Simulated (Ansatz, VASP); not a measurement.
# One calculation of Hf, two programs

INCAR

```
SYSTEM = Hf
PREC = Accurate ; ENCUT = 520
EDIFF = 1E-6 ; ISMEAR = -1
SIGMA = 0.03 ; LREAL = .False.
LASPH = .True. ; NELM = 100
ALGO = Normal ; ISIF = 2
LWAVE = .False. ; LCHARG = .False.
GGA = CA ; NBANDS = 11
```

The input KPOINTS:

```
Automatic mesh
0
Gamma
  13 13 13
  0 0 0
```

File POSCAR:

```
Hf
1.0
    0.0000000000      2.2492138765      2.2492138765
    2.2492138765      0.0000000000      2.2492138765
    2.2492138765      2.2492138765      0.0000000000
Hf
1
Direct
    0.0000000000      0.0000000000      0.0000000000
```

Input for Ansatz:

```yaml
crystal:
  lattice:
    - [0.0, 2.2492138765, 2.2492138765]
    - [2.2492138765, 0.0, 2.2492138765]
    - [2.2492138765, 2.2492138765, 0.0]
  atoms:
    - { symbol: Hf, position: [0.0, 0.0, 0.0] }
kpoints:
  mp_grid: { grid: [13, 13, 13] }
scf:
  occupations: { method: fermi_dirac, width: 0.03 }
hamiltonian:
  xc: lda
  pseudopotentials: { kind: all_electron, lapw: { basis_error: 0.001 } }
output:
  forces: true
  stress: true
  eigenvalues: true
```

Change from the starting cell: volume scaled by 1.04.

Alike in both runs: task single point; functional LDA; k mesh 13 × 13 × 13; occupations fermi-dirac, width 0.03 eV; no spin polarisation.

|  | VASP | Ansatz |
| --- | --- | --- |
| version | VASP 6.6.1 | Ansatz 0.2.0 |
| potentials or method | VASP PAW LDA potentials, release 64 (Hf_pv), cutoff 520 eV | all-electron LAPW, scalar-relativistic |

```tsv
	VASP	Ansatz	Ansatz less VASP
pressure (GPa)	-9.1	-9.1	+0.03
```

LDA's correlation is that of Perdew and Zunger in VASP and of Perdew and Wang (1992) in Ansatz. Ansatz ran all-electron here, and VASP with PAW potentials.

Neither program's run includes spin-orbit coupling.
